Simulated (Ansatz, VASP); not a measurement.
**Two plane-wave programs on Ti**

Contents of INCAR:

```
PREC     = Accurate       # precision mode
ENCUT    = 520            # plane-wave cutoff, eV
EDIFF    = 1E-6           # SCF threshold, eV
ISMEAR   = -1             # smearing method
SIGMA    = 0.1            # smearing width, eV
LREAL    = False          # projectors in reciprocal space
LASPH    = True           # aspherical terms in the spheres
NELM     = 100            # most SCF steps
ALGO     = Normal         # electronic algorithm
ISIF     = 2              # what is computed and relaxed
LWAVE    = False          # write WAVECAR
LCHARG   = True           # write CHGCAR
GGA      = B5             # functional
ALDAX    = 1.0          
AGGAX    = 1.0          
AGGAC    = 1.0          
ALDAC    = 0.0          
LELF     = True           # ELF
LVHAR    = True         
NBANDS   = 12             # bands
```

The input KPOINTS:

```
Automatic mesh
0
Gamma
  15 15 15
```

Contents of POSCAR:

```
Ti
1.0
    0.0000000000      2.0452657550      2.0452657550
    2.0452657550      0.0000000000      2.0452657550
    2.0452657550      2.0452657550      0.0000000000
Ti
1
Direct
    0.0000000000      0.0000000000      0.0000000000
```

Input for Ansatz:

```yaml
crystal:
  lattice:
    - [0.0, 2.045265755, 2.045265755]
    - [2.045265755, 0.0, 2.045265755]
    - [2.045265755, 2.045265755, 0.0]
  atoms:
    - { symbol: Ti, position: [0.0, 0.0, 0.0] }
hamiltonian:
  xc: blyp
  pseudopotentials:
    kind: paw
    azcp:
      Ti: "pseudopotentials/Ti.paw.azcp"
basis:
  ecutwfc: 420
  fft_grid_basis: typed
kpoints:
  mp_grid: { grid: [15, 15, 15], shift: [0, 0, 0] }
magnetization:
  spin_polarized: false
scf:
  occupations: { method: fermi_dirac, width: 0.1 }
  lower_state_search: "off"
output:
  stress: true
  write_density: true
  write_potential: true
  elf: true
  volumetric_format: npy
```

Alike in both runs: task single point; functional BLYP; k mesh 15 × 15 × 15; occupations fermi-dirac, width 0.1 eV; no spin polarisation.

|  | VASP | Ansatz |
| --- | --- | --- |
| version | VASP 6.6.1 | Ansatz 0.2.0 |
| potentials or method | VASP PAW PBE potentials, release 64 (Ti_sv), cutoff 520 eV | plane waves (420 eV) with PAW, scalar-relativistic |
| valence electrons in the cell | 12 | 12 |

```csv
,VASP,Ansatz,Ansatz less VASP
pressure (GPa),4.4,4.4,+0.05
```

VASP's potentials were made for PBE, not for BLYP.
